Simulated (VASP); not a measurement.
# Ta (I4/mmm) in VASP: a series of runs, part 2 of 2

VASP 6.6.1.

### Step 3. Single point, PBE (16.82 Å³/atom)

This run uses another cell than the first one, of 16.82 Å³/atom.

Contents of INCAR:

```
SYSTEM = Ta
ALGO = Fast ; EDIFF = 1E-6
ENCUT = 520 ; GGA = PE
ISIF = 2 ; ISMEAR = 0
LASPH = .TRUE. ; LCHARG = .FALSE.
LREAL = .FALSE. ; LWAVE = .FALSE.
NBANDS = 12 ; NELM = 100
PREC = Accurate ; SIGMA = 0.15
```

Contents of KPOINTS:

```
k-points
0
G
  20 20 20
  0 0 0
```

Contents of POSCAR:

```
Ta
1.0
   -1.4038439384      1.4038439384      2.1334216332
    1.4038439384     -1.4038439384      2.1334216332
    1.4038439384      1.4038439384     -2.1334216332
Ta
1
Direct
    0.0000000000      0.0000000000      0.0000000000
```

Potentials or basis: VASP PAW PBE potentials, release 64 (Ta_pv).

The run is started by

```
$ cat potpaw_PBE.64/Ta_pv/POTCAR > POTCAR
$ mpirun -np 1 vasp_std > vasp.out
```

OUTCAR:

```text
SYSTEM = Ta
   EDIFF = 1E-6
   ENCUT = 520
   GGA = PE
   ISIF = 2
   ISMEAR = 0
   LASPH = .TRUE.
   LREAL = .FALSE.
   NELM = 100
   PREC = Accurate

 ion  position               nearest neighbor table
   1  0.000  0.000  0.000-

  LATTYP: Found a body centered tetragonal cell.
 ALAT       =     2.8076878768
 C/A-ratio  =     1.5197000000

  Lattice vectors:

 A1 = (  -1.4038439384,   1.4038439384,   2.1334216332)
[... 532 lines left out ...]
      2     -26.9563      2.00000
      3     -26.8284      2.00000
      4       1.1457      2.00000
      5       5.8587      2.00000
      6       6.5634      0.27209
      7       7.4942      0.00000
      8      11.0988      0.00000
      9      11.8462      0.00000
     10      18.6814      0.00000
     11      20.9745      0.00000
     12      22.9068      0.00000

 [... further k-points ...]
[... 5 lines left out ...]
  --------------------------------------------------------------------------------------
  -------------------------------------------------------------------------------------
  Total        2.2695192      2.2695192      3.4842526      0.0000000     -0.0000000      0.0000000
  in kB      216.2071751    216.2071751    331.9295131      0.0000000     -0.0000000      0.0000000
  external PRESSURE =     254.7812878 kB  Pullay stress =       0.0000000 kB

 VOLUME and BASIS-vectors are now :
 -----------------------------------------------------------------------------
  energy-cutoff  :      520.00
  volume of cell :       16.82
      direct lattice vectors                 reciprocal lattice vectors
    -1.403843938  1.403843938  2.133421633     0.000000000  0.356164946  0.234365299
     1.403843938 -1.403843938  2.133421633     0.356164946  0.000000000  0.234365299
     1.403843938  1.403843938 -2.133421633     0.356164946  0.356164946  0.000000000

 POSITION                                       TOTAL-FORCE (eV/Angst)
 -----------------------------------------------------------------------------------
      0.00000      0.00000      0.00000         0.000000     -0.000000     -0.000000
 -----------------------------------------------------------------------------------
    total drift:                                0.000000      0.000000     -0.000000

  FREE ENERGIE OF THE ION-ELECTRON SYSTEM (eV)
  ---------------------------------------------------
  free  energy   TOTEN  =       -11.4596800216 eV

  energy  without entropy=      -11.4462277612  energy(sigma->0) =      -11.45295389
```

OSZICAR:

```text
N       E                     dE             d eps       ncg     rms          rms(c)
DAV:   1     0.613348696464E+02    0.61335E+02   -0.61062E+03 15424   0.887E+02
DAV:   2    -0.109000641217E+02   -0.72235E+02   -0.70414E+02 17156   0.247E+02
DAV:   3    -0.118714894307E+02   -0.97143E+00   -0.96245E+00 18404   0.271E+01
DAV:   4    -0.118738836846E+02   -0.23943E-02   -0.23940E-02 16872   0.149E+00
DAV:   5    -0.118738906332E+02   -0.69486E-05   -0.69490E-05 18164   0.764E-02    0.150E+01
RMM:   6    -0.115647326938E+02    0.30916E+00   -0.20913E-01 16477   0.389E+00    0.757E+00
RMM:   7    -0.114602154718E+02    0.10452E+00   -0.24887E-01 17358   0.414E+00    0.329E-01
RMM:   8    -0.114596112714E+02    0.60420E-03   -0.99138E-03 18934   0.971E-01    0.294E-01
RMM:   9    -0.114597141811E+02   -0.10291E-03   -0.10787E-03 19527   0.334E-01    0.576E-02
RMM:  10    -0.114596843237E+02    0.29857E-04   -0.11864E-04 19590   0.116E-01    0.859E-03
RMM:  11    -0.114596800167E+02    0.43070E-05   -0.15990E-05 19439   0.449E-02    0.526E-03
RMM:  12    -0.114596800216E+02   -0.48990E-08   -0.14081E-06 15905   0.130E-02
   1 F= -.11459680E+02 E0= -.11452954E+02  d E =-.134523E-01
```

Run time: 2.7 min. Hardware: 1 thread of Intel Xeon 8259CL, shared host; peak memory 0.24 GiB.

What came out:

| Quantity | Value |
| --- | --- |
| Free energy | -11.4597 eV |
| Pressure | 25.5 GPa |
| Band gap on the k mesh | zero (an odd number of electrons rules out a gap without spin polarisation) |

Caveat: the stress differs along the axes, from 22 to 33 GPa; spin-orbit coupling is left out, which moves the levels of the heavy elements.

### Step 4. Single point, PBE (17.18 Å³/atom)

This run uses another cell than the first one, of 17.18 Å³/atom.

Contents of INCAR:

```
PREC = Accurate
ENCUT = 520
EDIFF = 1E-7
ISMEAR = 0
SIGMA = 0.15
LREAL = False
LASPH = True
NELM = 60
ALGO = Fast
ISIF = 2
LWAVE = False
LCHARG = False
GGA = PE
NBANDS = 12
```

Contents of KPOINTS:

```
Automatic mesh
0
Gamma
  20 20 20
```

Contents of POSCAR:

```
Ta
1.0
   -1.4423894886      1.4423894886      2.0647805529
    1.4423894886     -1.4423894886      2.0647805529
    1.4423894886      1.4423894886     -2.0647805529
Ta
1
Direct
    0.0000000000      0.0000000000      0.0000000000
```

The run is started by

```
$ cat potpaw_PBE.64/Ta_pv/POTCAR > POTCAR
$ mpirun -np 1 vasp_std > vasp.out
```

Wall time 3 min (1 thread of Intel Xeon 8259CL, shared host); peak memory 0.25 GiB.

The run converged. Its results:

| Property | Result |
| --- | --- |
| Free energy | -11.4812 eV |
| Pressure | 20.9 GPa |
| Band gap on the k mesh | zero (an odd number of electrons rules out a gap without spin polarisation) |

Stress tensor (GPa, compression positive):
```
20.12  0.00  0.00
 0.00 20.12  0.00
 0.00  0.00 22.43
```

Levels at points of the mesh, in eV from the Fermi level:
| k point | band 3 | band 4 | band 5 | band 6 | band 7 | band 8 |
| --- | --- | --- | --- | --- | --- | --- |
| (0.00, 0.00, 0.00) | -33.30 | -8.51 | 0.29 | 0.46 | 0.46 | 3.65 |
| (0.50, 0.00, 0.00) | -33.47 | -5.01 | 0.04 | 0.23 | 1.01 | 6.37 |
| (0.50, 0.50, 0.00) | -33.78 | -4.92 | -3.82 | 3.52 | 6.41 | 7.13 |
| (0.50, 0.50, 0.50) | -33.77 | -4.93 | -3.79 | 3.28 | 6.44 | 7.22 |

Caveat: the cell stands under pressure; spin-orbit coupling is left out, which moves the levels of the heavy elements.

### Step 5. Overview

| cell | gap on the mesh (eV) | pressure (GPa) |
| --- | --- | --- |
| a = 2.923 Å, angles 120.4, 120.4, 89.3°, 1 atom | none | 15.5 |
| a = 2.914 Å, angles 122.4, 122.4, 85.9°, 1 atom | none | 25.5 |
| a = 2.902 Å, angles 120.4, 120.4, 89.3°, 1 atom | none | 20.9 |

Alike in all rows: task single point; level PBE; potentials or basis VASP PAW PBE potentials, release 64 (Ta_pv); no spin polarisation; k mesh 20 × 20 × 20; cutoff (eV) 520; smearing gaussian 0.15 eV.

Caveats: spin-orbit coupling is left out, which moves the levels of the heavy elements; the cell stands under pressure (at least some runs); the stress differs along the axes, from 22 to 33 GPa (at least some runs).

Total energies depend on the potentials used, so only differences within one code and one set of settings carry meaning.
